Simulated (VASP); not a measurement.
# VPdC4N4 (P-43m) in VASP: further runs

Runs on VPdC4N4. Level: PBE. Tasks: single point.

Program: VASP 6.6.1. These are calculated values, not measurements. Logs are shortened: lines on timing, memory, paths and dates and some standing lists are left out, and cuts for length are marked.

### Step 1. The cell of the first run

It takes space group P-43m (No. 215, cubic). The conventional cell has a = 5.854 Å, b = 5.854 Å, c = 5.854 Å, α = 90.00°, β = 90.00°, γ = 90.00°. V (site symmetry -43m) has 4 N at 1.88 Å within 2.5 Å. Within 2.6 Å of Pd (site symmetry -43m) lie 4 C at 2.00 Å. C (site symmetry 3m) has 1 N at 1.19 Å within 1.6 Å. Within 1.6 Å of N (site symmetry 3m) lie 1 C at 1.19 Å.

### Step 2. Single point, PBE, collinear spin, ferromagnetic start

Contents of INCAR:

```
ALGO     = Normal         # electronic algorithm
EDIFF    = 1E-7           # SCF threshold, eV
ENCUT    = 520            # plane-wave cutoff, eV
GGA      = PE             # functional
ISIF     = 2              # what is computed and relaxed
ISMEAR   = 0              # smearing method
ISPIN    = 2              # spin polarisation
LASPH    = True           # aspherical terms in the spheres
LCHARG   = False          # write CHGCAR
LMAXMIX  = 4              # l up to which the mixer works
LORBIT   = 11             # projections on sites
LREAL    = False          # projectors in reciprocal space
LWAVE    = False          # write WAVECAR
MAGMOM   = 2 0 0 0 0 0 0 0 0 0 # initial moments
NBANDS   = 44             # bands
NELM     = 150            # most SCF steps
PREC     = Accurate       # precision mode
SIGMA    = 0.1            # smearing width, eV
```

Contents of KPOINTS:

```
k-points
0
Gamma
  4 4 4
```

Contents of POSCAR:

```
VPdC4N4
1.0
    5.8536852221      0.0000000000      0.0000000000
    0.0000000000      5.8536852221      0.0000000000
    0.0000000000      0.0000000000      5.8536852221
V Pd C N
1 1 4 4
Direct
    0.5000000000      0.5000000000      0.5000000000
    0.0000000000      0.0000000000      0.0000000000
    0.1968929719      0.1968929719      0.1968929719
    0.1968929719      0.8031070281      0.8031070281
    0.8031070281      0.1968929719      0.8031070281
    0.8031070281      0.8031070281      0.1968929719
    0.3145707209      0.3145707209      0.3145707209
    0.3145707209      0.6854292791      0.6854292791
    0.6854292791      0.3145707209      0.6854292791
    0.6854292791      0.6854292791      0.3145707209
```

Potentials or basis: VASP PAW PBE potentials, release 64 (V_sv, Pd, C, N).

Launch:

```bash
> cat potpaw_PBE.64/V_sv/POTCAR potpaw_PBE.64/Pd/POTCAR potpaw_PBE.64/C/POTCAR potpaw_PBE.64/N/POTCAR > POTCAR
> mpirun -np 1 vasp_std > vasp.out
```

OUTCAR:

```text
EDIFF = 1E-7
   ENCUT = 520
   GGA = PE
   ISIF = 2
   ISMEAR = 0
   ISPIN = 2
   LASPH = True
   LORBIT = 11
   LREAL = False
   NELM = 150
   PREC = Accurate

 ion  position               nearest neighbor table
   1  0.500  0.500  0.500-   7 1.88   8 1.88   9 1.88  10 1.88
   2  0.000  0.000  0.000-   3 2.00   4 2.00   5 2.00   6 2.00
   3  0.197  0.197  0.197-   7 1.19   2 2.00
   4  0.197  0.803  0.803-   8 1.19   2 2.00
   5  0.803  0.197  0.803-   9 1.19   2 2.00
   6  0.803  0.803  0.197-  10 1.19   2 2.00
   7  0.315  0.315  0.315-   3 1.19   1 1.88
   8  0.315  0.685  0.685-   4 1.19   1 1.88
   9  0.685  0.315  0.685-   5 1.19   1 1.88
  10  0.685  0.685  0.315-   6 1.19   1 1.88

  LATTYP: Found a simple cubic cell.
 ALAT       =     5.8536852221

  Lattice vectors:

 A1 = (   5.8536852221,   0.0000000000,   0.0000000000)
 A2 = (   0.0000000000,   5.8536852221,   0.0000000000)
 A3 = (   0.0000000000,   0.0000000000,   5.8536852221)

Analysis of symmetry for initial positions (statically):
=====================================================================
 Subroutine PRICEL returns:
 Original cell was already a primitive cell.

 Routine SETGRP: Setting up the symmetry group for a
 simple cubic supercell.

 Subroutine GETGRP returns: Found 24 space group operations
 (whereof 24 operations were pure point group operations)
 out of a pool of 48 trial point group operations.

The static configuration has the point symmetry T_d .

Analysis of symmetry for dynamics (positions and initial velocities):
=====================================================================
 Subroutine PRICEL returns:
 Original cell was already a primitive cell.

 Routine SETGRP: Setting up the symmetry group for a
 simple cubic supercell.

 Subroutine GETGRP returns: Found 24 space group operations
 (whereof 24 operations were pure point group operations)
 out of a pool of 48 trial point group operations.

The dynamic configuration has the point symmetry T_d .

Analysis of structural, dynamic, and magnetic symmetry:
=====================================================================
 Subroutine PRICEL returns:
 Original cell was already a primitive cell.

 Routine SETGRP: Setting up the symmetry group for a
 simple cubic supercell.

 Subroutine GETGRP returns: Found 24 space group operations
 (whereof 24 operations were pure point group operations)
 out of a pool of 48 trial point group operations.

The overall configuration has the point symmetry T_d .

 Subroutine INISYM returns: Found 24 space group operations
 (whereof 24 operations are pure point group operations),
 and found     1 'primitive' translations

----------------------------------------------------------------------------------------

                                     Primitive cell

  volume of cell :     200.5802

  direct lattice vectors                    reciprocal lattice vectors
     5.853685222  0.000000000  0.000000000     0.170832555  0.000000000  0.000000000
     0.000000000  5.853685222  0.000000000     0.000000000  0.170832555  0.000000000
     0.000000000  0.000000000  5.853685222     0.000000000  0.000000000  0.170832555

  length of vectors
     5.853685222  5.853685222  5.853685222     0.170832555  0.170832555  0.170832555

  position of ions in fractional coordinates (direct lattice)
     0.500000000  0.500000000  0.500000000
     0.000000000  0.000000000  0.000000000
     0.196892972  0.196892972  0.196892972
     0.196892972  0.803107028  0.803107028
     0.803107028  0.196892972  0.803107028
     0.803107028  0.803107028  0.196892972
     0.314570721  0.314570721  0.314570721
     0.314570721  0.685429279  0.685429279
     0.685429279  0.314570721  0.685429279
     0.685429279  0.685429279  0.314570721

  ion indices of the primitive-cell ions
   primitive index   ion index
                 1           1
                 2           2
                 3           3
                 4           4
                 5           5
                 6           6
                 7           7
                 8           8
                 9           9
                10          10

----------------------------------------------------------------------------------------

 KPOINTS: k-points

Automatic generation of k-mesh.
 Grid dimensions read from file:
 generate k-points for:    4    4    4

 Generating k-lattice:

  Cartesian coordinates                     Fractional coordinates (reciprocal lattice)
     0.042708139  0.000000000  0.000000000     0.250000000  0.000000000  0.000000000
     0.000000000  0.042708139  0.000000000     0.000000000  0.250000000  0.000000000
     0.000000000  0.000000000  0.042708139     0.000000000  0.000000000  0.250000000

  Length of vectors
     0.042708139  0.042708139  0.042708139

  Shift w.r.t. Gamma in fractional coordinates (k-lattice)
     0.000000000  0.000000000  0.000000000

 Subroutine IBZKPT returns following result:
 ===========================================

 Found     10 irreducible k-points:

 Following reciprocal coordinates:
            Coordinates               Weight
  0.000000  0.000000  0.000000      1.000000
  0.250000  0.000000  0.000000      6.000000
  0.500000  0.000000  0.000000      3.000000
  0.250000  0.250000  0.000000     12.000000
  0.500000  0.250000  0.000000     12.000000
  0.500000  0.500000  0.000000      3.000000
  0.250000  0.250000  0.250000      8.000000
  0.500000  0.250000  0.250000     12.000000
  0.500000  0.500000  0.250000      6.000000
  0.500000  0.500000  0.500000      1.000000
   k-points           NKPTS =     10   k-points in BZ     NKDIM =     10   number of bands    NBANDS=     44
   number of dos      NEDOS =    301   number of ions     NIONS =     10
   total plane-waves  NPLWV = 110592
   dimension x,y,z NGX =    48 NGY =   48 NGZ =   48
   dimension x,y,z NGXF=    96 NGYF=   96 NGZF=   96
   ions per type =               1   1   4   4
   NGX,Y,Z   is equivalent  to a cutoff of  13.63, 13.63, 13.63 a.u.
   NGXF,Y,Z  is equivalent  to a cutoff of  27.26, 27.26, 27.26 a.u.
 SYSTEM =  unknown system
   PREC   = accura    normal or accurate (medium, high low for compatibility)
   ISTART =      0    job   : 0-new  1-cont  2-samecut
   ICHARG =      2    charge: 1-file 2-atom 10-const
   ISPIN  =      2    spin polarized calculation?
   LNONCOLLINEAR =      F non collinear calculations
   LSORBIT =      F    spin-orbit coupling
   LASPH  =      T    aspherical Exc in radial PAW
   ENCUT  =  520.0 eV  38.22 Ry    6.18 a.u.  10.88 10.88 10.88*2*pi/ulx,y,z
   NELM   =    150;   NELMIN=  2; NELMDL= -5     # of ELM steps
   EDIFF  = 0.1E-06   stopping-criterion for ELM
   LREAL  =      F    real-space projection
   EDIFFG = 0.1E-05   stopping-criterion for IOM
   NSW    =      0    number of steps for IOM
   IBRION =     -1    ionic relax: 0-MD 1-quasi-New 2-CG
   NFREE  =      0    steps in history (QN), initial steepest desc. (CG)
   ISIF   =      2    stress and relaxation
   ISYM   =      2    0-nonsym 1-usesym 2-fastsym
   POTIM  = 0.5000    time-step for ionic-motion
   TEBEG  =    0.0;   TEEND  =   0.0 temperature during run
   PSTRESS=    0.0 pullay stress
   NELECT =      59.0000    total number of electrons
   NUPDOWN=      -1.0000    fix difference up-down
   EMIN   =  10.00;   EMAX   =-10.00  energy-range for DOS
   EFERMI =   0.00;   METHOD = LEGACY
   ISMEAR =     0;   SIGMA  =   0.10  broadening in eV -4-tet -1-fermi 0-gaus
   EFERMI_NEDOS =   21; number of points for ismear=-14 and -15
   IALGO  =     38    algorithm
   IMIX   =      4    mixing-type and parameters
     AMIX     =   0.40;   BMIX     =  1.00
     AMIX_MAG =   1.60;   BMIX_MAG =  1.00
  volume/ion in A,a.u.               =      20.06       135.36
  Fermi-wavevector in a.u.,A,eV,Ry     =   1.088753  2.057445 16.128124  1.185384
  Thomas-Fermi vector in A             =   2.224942
   LORBIT       =     11    0 simple, 1 ext, 2 COOP (PROOUT), +10 PAW based schemes
   GGA     = PE    functional components
   LHFCALC =     F    Hartree Fock is set to
   AEXX    =    0.0000 exact exchange contribution
   IVDW    =     0    specifies the selected vdW correction
   LEPSILON=     F    determine dielectric tensor
   LRPA    =     F    only Hartree local field effects (RPA)
 spin polarized calculation
 Gauss-broadening in eV      SIGMA  =   0.10
  energy-cutoff  :      520.00
  volume of cell :      200.58
 maximum number of plane-waves:      5449
 NGX is ok and might be reduce to    48
   NGX = 21   NGY = 21   NGZ = 21

 number of electron      59.0000015 magnetization       1.0000289

 Free energy of the ion-electron system (eV)
  ---------------------------------------------------
  ext. energy  EPLUGINS =         0.00000000
  ---------------------------------------------------
  free energy    TOTEN  =       -80.78091285 eV

  energy without entropy =      -80.75008331  energy(sigma->0) =      -80.76549808

 E-fermi :  -0.1958     XC(G=0):  -7.4569

 val. band max:       -0.2292028375   @ k =   0.5000   0.2500   0.2500
 cond. band min:      -0.1760663214   @ k =   0.5000   0.2500   0.2500
 fundamental gap:      0.0531365161
 Fermi energy:        -0.1958418764

 spin component 1

 k-point     1 :       0.0000    0.0000    0.0000
  band No.  band energies     occupation
      1     -65.8932      1.00000
      2     -39.7543      1.00000
      3     -39.7542      1.00000
      4     -39.7542      1.00000
      5     -18.1933      1.00000
      6     -18.0427      1.00000
[... 429 lines left out ...]
     40       4.6524      0.00000
     41       4.9428      0.00000
 Fermi energy:        -0.1958418764

 spin component 2

 k-point     1 :       0.0000    0.0000    0.0000
  band No.  band energies     occupation
      1     -64.7072      1.00000
      2     -38.5893      1.00000
      3     -38.5893      1.00000
      4     -38.5893      1.00000
      5     -18.2052      1.00000
      6     -18.0554      1.00000
[... 429 lines left out ...]
     40       4.7412      0.00000
     41       5.2356      0.00000
 [bands above 41 left out]

------------------------ aborting loop because EDIFF is reached ----------------------------------------

  FORCE on cell =-STRESS in cart. coord.  units (eV):
  Direction    XX          YY          ZZ          XY          YZ          ZX
  --------------------------------------------------------------------------------------
  -------------------------------------------------------------------------------------
  Total        0.1494650      0.1494650      0.1494650      0.0000000     -0.0000000      0.0000000
  in kB        1.1938834      1.1938834      1.1938834      0.0000000     -0.0000000      0.0000000
  external PRESSURE =       1.1938834 kB  Pullay stress =       0.0000000 kB

 VOLUME and BASIS-vectors are now :
 -----------------------------------------------------------------------------
  energy-cutoff  :      520.00
  volume of cell :      200.58
      direct lattice vectors                 reciprocal lattice vectors
     5.853685222  0.000000000  0.000000000     0.170832555  0.000000000  0.000000000
     0.000000000  5.853685222  0.000000000     0.000000000  0.170832555  0.000000000
     0.000000000  0.000000000  5.853685222     0.000000000  0.000000000  0.170832555

 POSITION                                       TOTAL-FORCE (eV/Angst)
 -----------------------------------------------------------------------------------
      2.92684      2.92684      2.92684         0.000000      0.000000      0.000000
      0.00000      0.00000      0.00000         0.000000      0.000000      0.000000
      1.15255      1.15255      1.15255        -0.142051     -0.142051     -0.142051
      1.15255      4.70114      4.70114        -0.142051      0.142051      0.142051
      4.70114      1.15255      4.70114         0.142051     -0.142051      0.142051
      4.70114      4.70114      1.15255         0.142051      0.142051     -0.142051
      1.84140      1.84140      1.84140         0.141629      0.141629      0.141629
      1.84140      4.01229      4.01229         0.141629     -0.141629     -0.141629
      4.01229      1.84140      4.01229        -0.141629      0.141629     -0.141629
      4.01229      4.01229      1.84140        -0.141629     -0.141629      0.141629
 -----------------------------------------------------------------------------------
    total drift:                                0.000000      0.000000      0.000000

  FREE ENERGIE OF THE ION-ELECTRON SYSTEM (eV)
  ---------------------------------------------------
  free  energy   TOTEN  =       -80.7809128533 eV

  energy  without entropy=      -80.7500833079  energy(sigma->0) =      -80.76549808

 total charge

# of ion       s       p       d       tot
------------------------------------------
    1        2.302   6.282   3.032  11.615
    2        0.558   0.969   8.332   9.860
    3        0.960   1.534   0.000   2.494
    4        0.960   1.534   0.000   2.494
    5        0.960   1.534   0.000   2.494
    6        0.960   1.534   0.000   2.494
    7        1.296   2.632   0.000   3.928
    8        1.296   2.632   0.000   3.928
    9        1.296   2.632   0.000   3.928
   10        1.296   2.632   0.000   3.928
--------------------------------------------------
tot         11.882  23.915  11.364  47.161

 magnetization (x)

# of ion       s       p       d       tot
------------------------------------------
    1        0.010   0.010   1.145   1.165
    2       -0.003  -0.044  -0.173  -0.220
    3       -0.003   0.032   0.000   0.029
    4       -0.003   0.032   0.000   0.029
    5       -0.003   0.032   0.000   0.029
    6       -0.003   0.032   0.000   0.029
    7       -0.005  -0.041   0.000  -0.045
    8       -0.005  -0.041   0.000  -0.045
    9       -0.005  -0.041   0.000  -0.045
   10       -0.005  -0.041   0.000  -0.045
--------------------------------------------------
tot         -0.022  -0.071   0.972   0.879
```

It took 4.1 min on 1 thread of Intel Xeon Platinum 8259CL at 2.50GHz (Skylake/Cascade Lake), shared host; peak memory 0.48 GiB.

What came out:

* Free energy: -80.7809 eV
* Pressure: 0.1 GPa
* Largest force: 0.246 eV/Å
* Band gap on the k mesh: zero (filled and empty bands overlap)
* Net moment: 1.00 μB per cell
* Site moments: V +1.17; Pd -0.22; C +0.03; N -0.04 μB
* Valence electrons inside the program's atomic spheres: V 11.62; Pd 9.86; C 2.49; N 3.93

Forces on the atoms (eV/Å):
```
V    0.000  0.000  0.000
Pd   0.000  0.000  0.000
C   -0.142 -0.142 -0.142
C   -0.142  0.142  0.142
C    0.142 -0.142  0.142
C    0.142  0.142 -0.142
N    0.142  0.142  0.142
N    0.142 -0.142 -0.142
N   -0.142  0.142 -0.142
N   -0.142 -0.142  0.142
```

(Continued in part 2 of 2.)
